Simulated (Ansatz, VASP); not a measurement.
## One calculation of BiCCl, two programs

```
CELL_PARAMETERS angstrom
0.00000 -4.43794 0.00000
-7.69725 0.00000 0.00000
0.00000 0.00000 -9.39527
ATOMIC_POSITIONS crystal
Bi 0.00000 0.75000 0.61978
Bi 0.00000 0.25000 0.61978
Bi 0.50000 0.00000 0.38022
Bi 0.50000 0.50000 0.38022
C 0.50000 0.75000 0.54816
C 0.50000 0.25000 0.54816
C 0.00000 0.00000 0.45184
C 0.00000 0.50000 0.45184
Cl 0.00000 0.50000 0.83423
Cl 0.00000 0.00000 0.83423
Cl 0.50000 0.75000 0.16577
Cl 0.50000 0.25000 0.16577
```

Alike in both runs: task single point; functional PBE; k mesh 6 × 4 × 4; occupations gaussian, width 0.2 eV; no spin polarisation.

|  | VASP | Ansatz |
| --- | --- | --- |
| version | VASP 6.6.1 | Ansatz 0.2.0 |
| potentials or method | VASP PAW PBE potentials, release 64 (Bi_d, C, Cl), cutoff 520 eV | scalar-relativistic, plane waves, PAW |
| valence electrons in the cell | 104 | 104 |

VASP gave:

* gap on the k mesh at the Fermi level (eV): none
* pressure (GPa): 0.1
* traceless stress, the component that is largest in VASP (GPa): -0.10
* rms of the force components (eV/Å): 0.019

Question: Estimate Ansatz's values.

Answer: gap on the k mesh at the Fermi level (eV): none; pressure (GPa): 0.1; traceless stress, the component that is largest in VASP (GPa): -0.08; rms of the force components (eV/Å): 0.012.

Atom by atom the forces differ by 0.007 eV/Å (rms over components). A gap of «none» marks a metal or a gap that the smearing closes. The functional is the same, so the differences come from potentials, cutoffs and numerics.

Neither program's run includes spin-orbit coupling.
